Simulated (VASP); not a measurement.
Runs of VASP 6.6.1 on BPd4. The structure is that of space group I-43m (No. 217), or close to it. The cells are those of the table. 

```tsv
task	potentials or basis	cell	k mesh	cutoff (eV)	second run	gap on the mesh (eV)	pressure (GPa)	largest force (eV/Å)
single point	VASP PAW PBE potentials, release 64 (B, Pd)	a = 4.656 Å, angles 109.5°, 5 atoms	4 × 4 × 4	520	-	none	0.2	0.08
single point	VASP PAW PBE potentials, release 64 (B, Pd)	a = 4.652 Å, angles 109.5°, 5 atoms	10 × 10 × 10	520	-	none	0.0	(a)
single point	VASP PAW PBE potentials, release 64 (B, Pd_sv_GW)	a = 4.652 Å, angles 109.5°, 5 atoms	10 × 10 × 10	540	valence_matched	none	-2.2	(b)
single point	VASP PAW PBE potentials, release 64 (B, Pd_sv_GW)	a = 4.656 Å, angles 109.5°, 5 atoms	4 × 4 × 4	540	valence_matched	none	-2.0	0.04
single point	VASP PAW PBE potentials, release 64 (B, Pd)	a = 4.786 Å, angles 109.5°, 5 atoms	4 × 4 × 4	520	-	none	31.9	9.71
relaxation of cell and atoms	VASP PAW PBE potentials, release 64 (B, Pd)	relaxed from a = 4.786 Å, angles 109.5°, 5 atoms	4 × 4 × 4	600	-	none	0.1	-
```

Alike in all rows: level PBE; no spin polarisation; smearing gaussian 0.1 eV.

Task: Estimate the missing entries.

Result: (a) 0.05; (b) 0.01.

Caveats: some runs use coarse meshes; forces of over 1 eV/Å act on the atoms, so gaps and moduli don't describe the material at rest (some runs).

A k mesh can miss the band edges, and the runs leave out spin-orbit coupling on Pd.

A gap of «none» marks levels without a gap at the run's occupations.

The runs don't all hold the same shells in valence.
